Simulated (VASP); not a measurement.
**F: single point with PBEsol**

The system is F.

```
CELL_PARAMETERS angstrom
2.96605 -1.73223 -0.22877
2.96605 1.73223 -0.22877
-2.22200 0.00000 6.93370
ATOMIC_POSITIONS crystal
F 0.08485 0.08485 0.09400
F 0.91515 0.91515 0.90600
F 0.50157 0.50157 0.59372
F 0.49843 0.49843 0.40628
```

```yaml
Program: VASP 6.6.1
Task: single point
Functional: PBEsol
Potentials_or_basis: VASP PAW PBE potentials, release 64 (F)
Cutoff: 520 eV
k_mesh: 4 × 4 × 2
Occupations: gaussian, width 0.05 eV
Spin: no spin polarisation
Dipole_correction: no
Further_INCAR_settings: ALGO = Normal; EDIFF = 1e-06; NBANDS = 22
```

```json
{"Pressure": "4.5 GPa", "Largest force": "2.313 eV/Å", "Band gap on the k mesh": "3.46 eV, indirect (least direct gap 3.57 eV)"}
```

Forces on the atoms (eV/Å):
```
F    1.002  0.000  2.076
F   -1.002  0.000 -2.076
F   -0.688  0.000  2.209
F    0.688  0.000 -2.209
```

Stress tensor (GPa, compression positive):
```
 1.64  0.00  0.91
 0.00 -0.46  0.00
 0.91  0.00 12.40
```

Levels at points of the mesh, in eV from the valence-band top:
```csv
k point,band 12,band 13,band 14,band 15,band 16,band 17
"(0.00, 0.00, 0.00)",-0.20,-0.14,-0.11,3.46,4.39,8.60
"(0.50, 0.00, 0.00)",-0.36,-0.33,-0.21,3.97,4.06,12.65
"(0.50, 0.50, 0.00)",-0.34,-0.24,0.00,3.91,4.06,12.90
"(0.00, 0.00, 0.50)",-0.21,-0.19,-0.11,3.85,3.94,9.50
"(0.50, 0.00, 0.50)",-0.38,-0.24,-0.08,3.76,4.24,12.57
"(0.50, 0.50, 0.50)",-0.32,-0.21,-0.13,3.96,4.06,12.64
```

Run time: 22 s on 1 thread of Intel(R) Xeon(R) Platinum 8175M CPU @ 2.50GHz (Skylake/Cascade Lake), on a shared host, peak memory 0.18 GiB.

Caveat: the k points lie up to 0.54 Å⁻¹ apart; the PAW data sets were made with another functional, which shifts forces and pressure a little. A k mesh can miss the band edges.
